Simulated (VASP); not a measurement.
# NaH in VASP: a series of runs

NaH is run at these levels: PBE; tasks: single point.

Everything below comes from runs of VASP 6.6.1. Logs are shortened: lines on timing, memory, paths and dates and some standing lists are left out, and cuts for length are marked.

## (1) The cell of the first run

The structure is tetragonal, space group I4/mmm (No. 139). Conventional cell: a = 3.391 Å, b = 3.391 Å, c = 4.630 Å, α = 90.00°, β = 90.00°, γ = 90.00°. Na (site symmetry 4/mmm) has 6 H at 2.31 to 2.40 Å within 3.1 Å. Within 3.1 Å of H (site symmetry 4/mmm) lie 6 Na at 2.31 to 2.40 Å.

## (2) Single point, PBE (uniaxial z strain -3.5%)

INCAR

```
SYSTEM = NaH
ALGO = Normal ; EDIFF = 1E-7
ENCUT = 520 ; GGA = PE
ISIF = 2 ; ISMEAR = -1
LASPH = .True. ; LCHARG = .False.
LREAL = .False. ; LWAVE = .False.
NBANDS = 11 ; NELM = 100
PREC = Accurate ; SIGMA = 0.02
```

KPOINTS

```
k-points
0
Gamma
  10 10 10
  0 0 0
```

POSCAR

```
NaH
1.0
    0.0000000000      2.3975122917      2.3147981176
    2.3975122917      0.0000000000      2.3147981176
    2.3975122917      2.3975122917      0.0000000000
Na H
1 1
Direct
    0.0000000000      0.0000000000      0.0000000000
    0.5000000000      0.5000000000      0.5000000000
```

Potentials or basis: VASP PAW PBE potentials, release 64 (Na_pv, H).

On the command line:

```bash
$ cat potpaw_PBE.64/Na_pv/POTCAR potpaw_PBE.64/H/POTCAR > POTCAR
$ mpirun -np 1 vasp_std > vasp.out
```

OUTCAR:

```text
SYSTEM = NaH
   EDIFF = 1E-7
   ENCUT = 520
   GGA = PE
   ISIF = 2
   ISMEAR = -1
   LASPH = .True.
   LREAL = .False.
   NELM = 100
   PREC = Accurate

 ion  position               nearest neighbor table
   1  0.000  0.000  0.000-
   2  0.500  0.500  0.500-

  LATTYP: Found a body centered tetragonal cell.
 ALAT       =     3.3905943989
 C/A-ratio  =     1.3654231944

  Lattice vectors:

 A1 = (   0.0000000000,  -2.3975122917,  -2.3147981176)
 A2 = (   0.0000000000,   2.3975122917,  -2.3147981176)
 A3 = (   2.3975122917,   0.0000000000,   2.3147981176)

Analysis of symmetry for initial positions (statically):
=====================================================================
 Subroutine PRICEL returns:
 Original cell was already a primitive cell.

 Routine SETGRP: Setting up the symmetry group for a
 body centered tetragonal supercell.

 Subroutine GETGRP returns: Found 16 space group operations
 (whereof 16 operations were pure point group operations)
 out of a pool of 16 trial point group operations.

The static configuration has the point symmetry D_4h.

Analysis of symmetry for dynamics (positions and initial velocities):
=====================================================================
 Subroutine PRICEL returns:
 Original cell was already a primitive cell.

 Routine SETGRP: Setting up the symmetry group for a
 body centered tetragonal supercell.

 Subroutine GETGRP returns: Found 16 space group operations
 (whereof 16 operations were pure point group operations)
 out of a pool of 16 trial point group operations.

The dynamic configuration has the point symmetry D_4h.

 Subroutine INISYM returns: Found 16 space group operations
 (whereof 16 operations are pure point group operations),
 and found     1 'primitive' translations

----------------------------------------------------------------------------------------

                                     Primitive cell

  volume of cell :      26.6112

  direct lattice vectors                    reciprocal lattice vectors
     0.000000000  2.397512292  2.314798118    -0.208549504  0.208549504  0.216001558
     2.397512292  0.000000000  2.314798118     0.208549504 -0.208549504  0.216001558
     2.397512292  2.397512292  0.000000000     0.208549504  0.208549504 -0.216001558

  length of vectors
     3.332619917  3.332619917  3.390594399     0.365571422  0.365571422  0.365571422

  position of ions in fractional coordinates (direct lattice)
     0.000000000  0.000000000  0.000000000
     0.500000000  0.500000000  0.500000000

  ion indices of the primitive-cell ions
   primitive index   ion index
                 1           1
                 2           2

----------------------------------------------------------------------------------------

 KPOINTS: k-points

Automatic generation of k-mesh.
 Grid dimensions read from file:
 generate k-points for:   10   10   10

 Generating k-lattice:

  Cartesian coordinates                     Fractional coordinates (reciprocal lattice)
    -0.020854950  0.020854950  0.021600156     0.100000000 -0.000000000  0.000000000
     0.020854950 -0.020854950  0.021600156    -0.000000000  0.100000000  0.000000000
     0.020854950  0.020854950 -0.021600156     0.000000000  0.000000000  0.100000000

  Length of vectors
     0.036557142  0.036557142  0.036557142

  Shift w.r.t. Gamma in fractional coordinates (k-lattice)
     0.000000000  0.000000000  0.000000000

 Subroutine IBZKPT returns following result:
 ===========================================

 Found    102 irreducible k-points:

 Following reciprocal coordinates:
            Coordinates               Weight
  0.000000  0.000000  0.000000      1.000000
  0.100000 -0.000000  0.000000      8.000000
  0.200000 -0.000000  0.000000      8.000000
  0.300000  0.000000  0.000000      8.000000
  0.400000 -0.000000  0.000000      8.000000
  0.500000 -0.000000  0.000000      4.000000
[... 16 lines left out ...]
  0.300000  0.300000  0.000000      2.000000
  0.400000  0.300000  0.000000      8.000000
 [... further k-points ...]
   k-points           NKPTS =    102   k-points in BZ     NKDIM =    102   number of bands    NBANDS=     11
   number of dos      NEDOS =    301   number of ions     NIONS =      2
   total plane-waves  NPLWV =  21952
   dimension x,y,z NGX =    28 NGY =   28 NGZ =   28
   dimension x,y,z NGXF=    56 NGYF=   56 NGZF=   56
   ions per type =               1   1
   NGX,Y,Z   is equivalent  to a cutoff of  13.97, 13.97, 13.73 a.u.
   NGXF,Y,Z  is equivalent  to a cutoff of  27.94, 27.94, 27.46 a.u.
 SYSTEM =  NaH
   PREC   = accura    normal or accurate (medium, high low for compatibility)
   ISTART =      0    job   : 0-new  1-cont  2-samecut
   ICHARG =      2    charge: 1-file 2-atom 10-const
   ISPIN  =      1    spin polarized calculation?
   LNONCOLLINEAR =      F non collinear calculations
   LSORBIT =      F    spin-orbit coupling
   LASPH  =      T    aspherical Exc in radial PAW
   ENCUT  =  520.0 eV  38.22 Ry    6.18 a.u.   6.20  6.20  6.30*2*pi/ulx,y,z
   NELM   =    100;   NELMIN=  2; NELMDL= -5     # of ELM steps
   EDIFF  = 0.1E-06   stopping-criterion for ELM
   LREAL  =      F    real-space projection
   EDIFFG = 0.1E-05   stopping-criterion for IOM
   NSW    =      0    number of steps for IOM
   IBRION =     -1    ionic relax: 0-MD 1-quasi-New 2-CG
   NFREE  =      0    steps in history (QN), initial steepest desc. (CG)
   ISIF   =      2    stress and relaxation
   ISYM   =      2    0-nonsym 1-usesym 2-fastsym
   POTIM  = 0.5000    time-step for ionic-motion
   TEBEG  =    0.0;   TEEND  =   0.0 temperature during run
   PSTRESS=    0.0 pullay stress
   NELECT =       8.0000    total number of electrons
   NUPDOWN=      -1.0000    fix difference up-down
   EMIN   =  10.00;   EMAX   =-10.00  energy-range for DOS
   EFERMI =   0.00;   METHOD = LEGACY
   ISMEAR =    -1;   SIGMA  =   0.02  broadening in eV -4-tet -1-fermi 0-gaus
   EFERMI_NEDOS =   21; number of points for ismear=-14 and -15
   IALGO  =     38    algorithm
   IMIX   =      4    mixing-type and parameters
     AMIX     =   0.40;   BMIX     =  1.00
     AMIX_MAG =   1.60;   BMIX_MAG =  1.00
  volume/ion in A,a.u.               =      13.31        89.79
  Fermi-wavevector in a.u.,A,eV,Ry     =   1.096688  2.072440 16.364071  1.202725
  Thomas-Fermi vector in A             =   2.233035
   LORBIT       =      0    0 simple, 1 ext, 2 COOP (PROOUT), +10 PAW based schemes
   GGA     = PE    functional components
   LHFCALC =     F    Hartree Fock is set to
   AEXX    =    0.0000 exact exchange contribution
   IVDW    =     0    specifies the selected vdW correction
   LEPSILON=     F    determine dielectric tensor
   LRPA    =     F    only Hartree local field effects (RPA)
 non-spin polarized calculation
  energy-cutoff  :      520.00
  volume of cell :       26.61
 maximum number of plane-waves:       740
 NGX is ok and might be reduce to    28
   NGX = 13   NGY = 13   NGZ = 13

 number of electron       7.9999997 magnetization

 Free energy of the ion-electron system (eV)
  ---------------------------------------------------
  ext. energy  EPLUGINS =         0.00000000
  ---------------------------------------------------
  free energy    TOTEN  =        -5.07722752 eV

  energy without entropy =       -5.07722752  energy(sigma->0) =       -5.07722752

 E-fermi :  -0.4537     XC(G=0):  -7.9669

 val. band max:       -0.8987434558   @ k =  -0.3000   0.5000   0.2000
 cond. band min:       2.9415663230   @ k =   0.5000  -0.0000   0.0000
 fundamental gap:      3.8403097788
 Fermi energy:        -0.4537478902

 k-point     1 :       0.0000    0.0000    0.0000
  band No.  band energies     occupation
      1     -22.9259      2.00000
      2     -22.9259      2.00000
      3     -22.9135      2.00000
      4      -4.7055      2.00000
      5      10.0018      0.00000
      6      15.0725      0.00000
      7      15.0725      0.00000
      8      15.2551      0.00000
      9      16.1130      0.00000
     10      16.1130      0.00000
     11      16.1735      0.00000

 k-point     2 :       0.1000   -0.0000    0.0000
  band No.  band energies     occupation
      1     -22.9347      2.00000
      2     -22.9274      2.00000
      3     -22.9168      2.00000
      4      -4.5244      2.00000
      5       9.3937      0.00000
      6      12.9667      0.00000
      7      14.4236      0.00000
      8      14.6292      0.00000
      9      16.8301      0.00000
     10      16.8633      0.00000
     11      17.0443      0.00000

 k-point     3 :       0.2000   -0.0000    0.0000
  band No.  band energies     occupation
      1     -22.9623      2.00000
      2     -22.9315      2.00000
      3     -22.9209      2.00000
      4      -3.9985      2.00000
      5       7.6514      0.00000
      6      11.4330      0.00000
      7      13.6368      0.00000
      8      13.9610      0.00000
      9      17.0613      0.00000
     10      17.5281      0.00000
     11      18.0865      0.00000

 k-point     4 :       0.3000    0.0000    0.0000
  band No.  band energies     occupation
      1     -22.9973      2.00000
      2     -22.9365      2.00000
      3     -22.9246      2.00000
      4      -3.1925      2.00000
      5       5.5195      0.00000
      6      10.7044      0.00000
      7      13.0470      0.00000
      8      13.4771      0.00000
      9      16.4397      0.00000
     10      17.1234      0.00000
     11      18.8616      0.00000
[... 239 lines left out ...]
 k-point    22 :      -0.2000    0.2000    0.0000
  band No.  band energies     occupation
      1     -22.9909      2.00000
      2     -22.9437      2.00000
      3     -22.9361      2.00000
      4      -2.9806      2.00000
      5       6.0907      0.00000
      6       8.2007      0.00000
      7      13.2097      0.00000
      8      13.5466      0.00000
      9      17.1392      0.00000
     10      18.2716      0.00000
     11      18.3847      0.00000

 k-point    23 :       0.3000    0.3000    0.0000
  band No.  band energies     occupation
      1     -22.9843      2.00000
      2     -22.9537      2.00000
      3     -22.9537      2.00000
      4      -2.6749      2.00000
      5       6.1621      0.00000
      6      10.2024      0.00000
      7      10.6952      0.00000
      8      10.6952      0.00000
      9      13.5991      0.00000
     10      20.5215      0.00000
     11      22.3671      0.00000

 k-point    24 :       0.4000    0.3000    0.0000
  band No.  band energies     occupation
      1     -22.9998      2.00000
      2     -22.9598      2.00000
      3     -22.9585      2.00000
      4      -2.0212      2.00000
      5       5.2998      0.00000
      6       8.4419      0.00000
      7      10.4014      0.00000
      8      11.3914      0.00000
      9      13.4243      0.00000
     10      20.9227      0.00000
     11      21.9683      0.00000

 [... further k-points ...]

------------------------ aborting loop because EDIFF is reached ----------------------------------------

  FORCE on cell =-STRESS in cart. coord.  units (eV):
  Direction    XX          YY          ZZ          XY          YZ          ZX
  --------------------------------------------------------------------------------------
  -------------------------------------------------------------------------------------
  Total        0.1720944      0.1720944      0.4178195      0.0000000     -0.0000000      0.0000000
  in kB       10.3612596     10.3612596     25.1555878      0.0000000     -0.0000000      0.0000000
  external PRESSURE =      15.2927023 kB  Pullay stress =       0.0000000 kB

 VOLUME and BASIS-vectors are now :
 -----------------------------------------------------------------------------
  energy-cutoff  :      520.00
  volume of cell :       26.61
      direct lattice vectors                 reciprocal lattice vectors
     0.000000000  2.397512292  2.314798118    -0.208549504  0.208549504  0.216001558
     2.397512292  0.000000000  2.314798118     0.208549504 -0.208549504  0.216001558
     2.397512292  2.397512292  0.000000000     0.208549504  0.208549504 -0.216001558

 POSITION                                       TOTAL-FORCE (eV/Angst)
 -----------------------------------------------------------------------------------
      0.00000      0.00000      0.00000        -0.000000      0.000000      0.000000
      2.39751      2.39751      2.31480         0.000000      0.000000      0.000000
 -----------------------------------------------------------------------------------
    total drift:                               -0.000000     -0.000000     -0.000000

  FREE ENERGIE OF THE ION-ELECTRON SYSTEM (eV)
  ---------------------------------------------------
  free  energy   TOTEN  =        -5.0772275205 eV

  energy  without entropy=       -5.0772275205  energy(sigma->0) =       -5.07722752
```

It took 32 s on 1 thread of Intel Xeon Platinum 8488C (Sapphire Rapids), shared host; peak memory 0.16 GiB.

What came out:

| Item | Value |
| --- | --- |
| Free energy | -5.0772 eV |
| Pressure | 1.5 GPa |
| Band gap on the k mesh | 3.84 eV (least direct gap 4.75 eV) |

Caveat: the cell differs from its parent crystal (uniaxial z strain -3.5%); the structure was generated, so it needn't be the stable form of NaH. A k mesh can miss the band edges.

## (3) Single point, PBE (strain along [111] +3.3%)

INCAR

```
SYSTEM = NaH
ALGO     = Normal         ! electronic algorithm
EDIFF    = 1E-6           ! SCF threshold, eV
ENCUT    = 520            ! plane-wave cutoff, eV
GGA      = PE             ! functional
ISIF     = 2              ! what is computed and relaxed
ISMEAR   = -1             ! smearing method
LASPH    = .TRUE.         ! aspherical terms in the spheres
LCHARG   = .FALSE.        ! write CHGCAR
LREAL    = .FALSE.        ! projectors in reciprocal space
LWAVE    = .FALSE.        ! write WAVECAR
NBANDS   = 11             ! bands
NELM     = 80             ! most SCF steps
PREC     = Accurate       ! precision mode
SIGMA    = 0.02           ! smearing width, eV
```

KPOINTS

```
k-points
0
G
  10 10 10
  0 0 0
```

POSCAR

```
NaH
1.0
    0.0529051046      2.4504173962      2.4504173962
    2.4504173962      0.0529051046      2.4504173962
    2.4504173962      2.4504173962      0.0529051046
Na H
1 1
Direct
    0.0000000000      0.0000000000      0.0000000000
    0.5000000000      0.5000000000      0.5000000000
```

Potentials or basis: VASP PAW PBE potentials, release 64 (Na_pv, H).

On the command line:

```bash
$ cat potpaw_PBE.64/Na_pv/POTCAR potpaw_PBE.64/H/POTCAR > POTCAR
$ mpirun -np 1 vasp_std > vasp.out
```

It took 36 s on 1 thread of Intel Xeon Platinum 8488C (Sapphire Rapids), shared host; peak memory 0.17 GiB.

It converged, with:

- Free energy: -5.0846 eV
- Pressure: -0.3 GPa
- Band gap on the k mesh: 3.56 eV (least direct gap 4.54 eV)

Stress tensor (GPa, compression positive):
```
-0.25 -0.51 -0.51
-0.51 -0.25 -0.51
-0.51 -0.51 -0.25
```

Levels at points of the mesh, in eV from the valence-band top:
| k point | band 1 | band 2 | band 3 | band 4 | band 5 | band 6 | band 7 | band 8 |
| --- | --- | --- | --- | --- | --- | --- | --- | --- |
| (0.00, 0.00, 0.00) | -22.11 | -22.11 | -22.10 | -3.58 | 10.33 | 15.08 | 15.77 | 15.80 |
| (0.50, 0.00, 0.00) | -22.20 | -22.12 | -22.11 | -0.79 | 3.83 | 10.65 | 13.04 | 13.46 |
| (0.50, 0.50, 0.00) | -22.19 | -22.14 | -22.14 | -0.16 | 4.64 | 9.99 | 10.37 | 10.90 |
| (0.50, 0.50, 0.50) | -22.19 | -22.12 | -22.12 | -0.97 | 3.56 | 10.97 | 13.65 | 13.65 |

Caveat: the cell differs from its parent crystal (strain along [111] +3.3%); the structure was generated, so it needn't be the stable form of NaH. A k mesh can miss the band edges.

## (4) Single point, PBE (epitaxial 111 strain +4.2%)

INCAR

```
PREC = Accurate
ENCUT = 520
EDIFF = 1E-6
ISMEAR = -1
SIGMA = 0.02
LREAL = False
LASPH = True
NELM = 80
ALGO = Normal
ISIF = 2
LWAVE = False
LCHARG = True
GGA = PE
LELF = True
LVHAR = True
NBANDS = 11
```

KPOINTS

```
regular mesh
0
Gamma
  10 10 10
```

POSCAR

```
NaH
1.0
   -0.0871033519      2.4101454511      2.4101454511
    2.4101454511     -0.0871033519      2.4101454511
    2.4101454511      2.4101454511     -0.0871033519
Na H
1 1
Direct
    0.0000000000      0.0000000000      0.0000000000
    0.5000000000      0.5000000000      0.5000000000
```

On the command line:

```bash
$ cat potpaw_PBE.64/Na_pv/POTCAR potpaw_PBE.64/H/POTCAR > POTCAR
$ mpirun -np 1 vasp_std > vasp.out
```

Wall time 47 s (1 thread of Intel Xeon Platinum 8488C (Sapphire Rapids), shared host); peak memory 0.17 GiB.

Results (log left out):

* Free energy: -5.0766 eV
* Pressure: -1.0 GPa
* Band gap on the k mesh: 3.59 eV (least direct gap 4.48 eV)

Stress tensor (GPa, compression positive):
```
-1.02  0.71  0.71
 0.71 -1.02  0.71
 0.71  0.71 -1.02
```

Levels at points of the mesh, in eV from the valence-band top:
```tsv
k point	band 2	band 3	band 4	band 5	band 6	band 7
(0.00, 0.00, 0.00)	-22.18	-22.18	-3.48	10.00	14.88	14.88
(0.50, 0.00, 0.00)	-22.20	-22.19	-0.89	3.59	10.59	12.97
(0.50, 0.50, 0.00)	-22.21	-22.21	-0.15	4.57	9.81	9.98
(0.50, 0.50, 0.50)	-22.19	-22.19	-0.59	4.02	10.14	12.64
```

Caveat: the cell differs from its parent crystal (epitaxial 111 strain +4.2%); the structure was generated, so it needn't be the stable form of NaH. A k mesh can miss the band edges.

## (5) Overview

```csv
cell,gap on the mesh (eV),pressure (GPa)
"a = 3.333, b = 3.333, c = 3.391 Å, angles 59.4, 59.4, 61.2°, 2 atoms",3.84,1.5
"a = 3.466 Å, angles 58.6°, 2 atoms",3.56,-0.3
"a = 3.410 Å, angles 62.4°, 2 atoms",3.59,-1.0
```

Alike in all rows: task single point; level PBE; potentials or basis VASP PAW PBE potentials, release 64 (Na_pv, H); no spin polarisation; k mesh 10 × 10 × 10; cutoff (eV) 520; smearing fermi-dirac 0.02 eV.

Caveats: the structure was generated, so it needn't be the stable form of NaH.

Total energies depend on the potentials used, so only differences within one code and one set of settings carry meaning.
